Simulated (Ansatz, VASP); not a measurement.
# Ti: VASP beside Ansatz

File INCAR:

```
  PREC = Accurate
  ENCUT = 520
  EDIFF = 1E-6
  ISMEAR = 0
  SIGMA = 0.15
  LREAL = False
  LASPH = True
  NELM = 60
  ALGO = Normal
  ISIF = 2
  LWAVE = False
  LCHARG = False
  GGA = PE
  NBANDS = 12
```

The input KPOINTS:

```
regular mesh
0
Gamma
  20 20 20
```

Contents of POSCAR:

```
Ti
1.0
    0.0000000000      2.0741692112      1.7773555971
    2.0741692112      0.0000000000      1.7773555971
    2.0741692112      2.0741692112      0.0000000000
Ti
1
Direct
    0.0000000000      0.0000000000      0.0000000000
```

Input for Ansatz:

```yaml
crystal:
  lattice:
    - [0.0, 2.0741692112, 1.7773555971]
    - [2.0741692112, 0.0, 1.7773555971]
    - [2.0741692112, 2.0741692112, 0.0]
  atoms:
    - { symbol: Ti, position: [0.0, 0.0, 0.0] }
basis:
  ecutwfc: 520.0
kpoints:
  mp_grid: { grid: [20, 20, 20] }
hamiltonian:
  xc: pbe
  pseudopotentials: { kind: paw, azcp: { folder: soft_1 } }
scf:
  occupations: { method: gaussian, width: 0.15 }
output:
  forces: true
  stress: true
  eigenvalues: true
```

Alike in both runs: task single point; functional PBE; k mesh 20 × 20 × 20; occupations gaussian, width 0.15 eV; no spin polarisation.

|  | VASP | Ansatz |
| --- | --- | --- |
| version | VASP 6.6.1 | Ansatz 0.2.0 |
| potentials or method | VASP PAW PBE potentials, release 64 (Ti_sv), cutoff 520 eV | scalar-relativistic, plane waves, PAW |
| valence electrons in the cell | 12 | 12 |

|  | VASP | Ansatz | Ansatz less VASP |
| --- | --- | --- | --- |
| gap on the k mesh at the Fermi level (eV) | none | none | - |
| pressure (GPa) | 16.3 | 16.8 | +0.45 |
| traceless stress, the component that is largest in VASP (GPa) | 2.01 | 1.96 | -0.047 |

A gap of «none» marks a metal or a gap that the smearing closes.
